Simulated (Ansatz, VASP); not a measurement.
**Zn in VASP and in Ansatz**

```
Zn
1.0
     2.65564    0.00000    0.00000
    -1.32782    2.29985    0.00000
     0.00000    0.00000    4.96246
Zn
2
Direct
  0.33333 0.66667 0.25000
  0.66667 0.33333 0.75000
```

Alike in both runs: task single point; functional PBE; k mesh 22 × 22 × 11; occupations fermi-dirac, width 0.1 eV; no spin polarisation.

|  | VASP | Ansatz |
| --- | --- | --- |
| version | VASP 6.6.1 | Ansatz 0.2.0 |
| potentials or method | VASP PAW PBE potentials, release 64 (Zn), cutoff 520 eV | plane waves (420 eV) with PAW, scalar-relativistic |
| valence electrons in the cell | 24 | 24 |

```csv
,VASP,Ansatz,Ansatz less VASP
pressure (GPa),0.4,0.1,-0.34
"traceless stress, the component that is largest in VASP (GPa)",0.06,0.21,+0.152
```
